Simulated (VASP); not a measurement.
Wanted: the native input for a VASP 6.6.1 run.

| Property | Result |
| --- | --- |
| Task | single point |
| Functional | PBE |
| Potentials or basis | VASP PAW PBE potentials, release 64 (Au) |
| Cutoff | 520 eV |
| k mesh | 18 × 18 × 18 |
| Occupations | gaussian, width 0.1 eV |
| Spin | no spin polarisation |
| Dipole correction | no |
| Further INCAR settings | ALGO = Normal; EDIFF = 1e-06; NBANDS = 12 |

The structure of Au lies in POSCAR:

```
Au
1.0
    0.0000000000      2.0789480791      2.0789480791
    2.0789480791      0.0000000000      2.0789480791
    2.0789480791      2.0789480791      0.0000000000
Au
1
Direct
    0.0000000000      0.0000000000      0.0000000000
```

These files were run (other wordings do the same):

INCAR

```
ALGO = Normal
EDIFF = 1E-6
ENCUT = 520
GGA = PE
ISIF = 2
ISMEAR = 0
LASPH = True
LCHARG = False
LREAL = False
LWAVE = False
NBANDS = 12
NELM = 100
PREC = Accurate
SIGMA = 0.1
```

KPOINTS

```
k-points
0
Gamma
  18 18 18
```

Potentials or basis: VASP PAW PBE potentials, release 64 (Au).

Command:

```bash
$ cat potpaw_PBE.64/Au/POTCAR > POTCAR
$ mpirun -np 1 vasp_std > vasp.out
```

Results of the run:

```yaml
Pressure: -0.2 GPa
```

Run time: 13 s on 1 thread of Intel(R) Xeon(R) 6975P-C (Granite Rapids), on a shared host, peak memory 0.17 GiB.
